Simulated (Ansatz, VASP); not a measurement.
## One calculation of BN, two programs

INCAR

```
SYSTEM = BN
  PREC = Accurate
  ENCUT = 520
  EDIFF = 1E-6
  ISMEAR = 0
  SIGMA = 0.05
  LREAL = .False.
  LASPH = .True.
  NELM = 60
  ALGO = Normal
  ISIF = 2
  LWAVE = .False.
  LCHARG = .True.
  GGA = PE
  LELF = .True.
  LVHAR = .True.
  NBANDS = 11
```

KPOINTS

```
regular mesh
0
Gamma
  12 12 12
  0 0 0
```

The input POSCAR:

```
BN
1.0
    0.0000000000      2.0296275478      1.6919202632
    1.6919202632      0.0000000000      1.6919202632
    1.6919202632      2.0296275478      0.0000000000
B N
1 1
Direct
    0.0000000000      0.0000000000      0.0000000000
    0.7500000000      0.7500000000      0.7500000000
```

Input for Ansatz:

```yaml
crystal:
  lattice:
    - [0.0, 2.0296275478, 1.6919202632]
    - [1.6919202632, 0.0, 1.6919202632]
    - [1.6919202632, 2.0296275478, 0.0]
  atoms:
    - { symbol: B, position: [0.0, 0.0, 0.0] }
    - { symbol: "N", position: [0.75, 0.75, 0.75] }
basis:
  ecutwfc: 520.0
kpoints:
  mp_grid: { grid: [12, 12, 12] }
hamiltonian:
  xc: pbe
scf:
  occupations: { method: gaussian, width: 0.05 }
output:
  forces: true
  stress: true
  eigenvalues: true
```

Alike in both runs: task single point; functional PBE; k mesh 12 × 12 × 12; occupations gaussian, width 0.05 eV; no spin polarisation.

|  | VASP | Ansatz |
| --- | --- | --- |
| version | VASP 6.6.1 | Ansatz 0.2.0 |
| potentials or method | VASP PAW PBE potentials, release 64 (B, N), cutoff 520 eV | scalar-relativistic, plane waves, PAW |
| valence electrons in the cell | 8 | 8 |

|  | VASP | Ansatz | Ansatz less VASP |
| --- | --- | --- | --- |
| gap on the k mesh at the Fermi level (eV) | 2.78 | 2.79 | +0.013 |
| least direct gap on the mesh (eV) | 7.06 | 7.07 | +0.006 |
| pressure (GPa) | 10.0 | 9.8 | -0.23 |
| traceless stress, the component that is largest in VASP (GPa) | -95.02 | -94.99 | +0.032 |
